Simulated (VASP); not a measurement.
Wanted: the native input for a VASP 6.6.1 run.

```
Task                   : single point
Functional             : PBE
Potentials or basis    : VASP PAW PBE potentials, release 64 (Ga_d, B, As)
Cutoff                 : 520 eV
k mesh                 : 4 × 4 × 4
Occupations            : gaussian, width 0.1 eV
Spin                   : no spin polarisation
Dipole correction      : no
Further INCAR settings : ALGO = Normal; EDIFF = 1e-06; NBANDS = 31
```

The structure of GaB3As4 lies in POSCAR:

```
GaB3As4
1.0
    5.0591271650      0.0000000000      0.0000000000
    0.0000000000      5.0591271650      0.0000000000
    0.0000000000      0.0000000000      5.0591271650
Ga B As
1 3 4
Direct
    0.5000000000      0.5000000000      0.5000000000
    0.5000000000      0.0000000000      0.0000000000
    0.0000000000      0.0000000000      0.5000000000
    0.0000000000      0.5000000000      0.0000000000
    0.7664506371      0.2335493629      0.7664506371
    0.7664506371      0.7664506371      0.2335493629
    0.2335493629      0.2335493629      0.2335493629
    0.2335493629      0.7664506371      0.7664506371
```

One way to write it, as run:

INCAR

```
SYSTEM = GaB3As4
ALGO = Normal
EDIFF = 1E-6
ENCUT = 520
GGA = PE
ISIF = 2
ISMEAR = 0
LASPH = .True.
LCHARG = .True.
LELF = .True.
LREAL = .False.
LVHAR = .True.
LWAVE = .False.
NBANDS = 31
NELM = 60
PREC = Accurate
SIGMA = 0.1
```

KPOINTS

```
k-points
0
Gamma
  4 4 4
  0 0 0
```

Potentials or basis: VASP PAW PBE potentials, release 64 (Ga_d, B, As).

The run is started by

```console
$ cat potpaw_PBE.64/Ga_d/POTCAR potpaw_PBE.64/B/POTCAR potpaw_PBE.64/As/POTCAR > POTCAR
$ mpirun -np 1 vasp_std > vasp.out
```

Results of the run:

| Property | Result |
| --- | --- |
| Pressure | 0.1 GPa |
| Largest force | 0.024 eV/Å |
| Band gap on the k mesh | 0.46 eV, direct |

Run time: 24 s on 1 thread of Intel(R) Xeon(R) 6975P-C (Granite Rapids), on a shared host, peak memory 0.24 GiB.
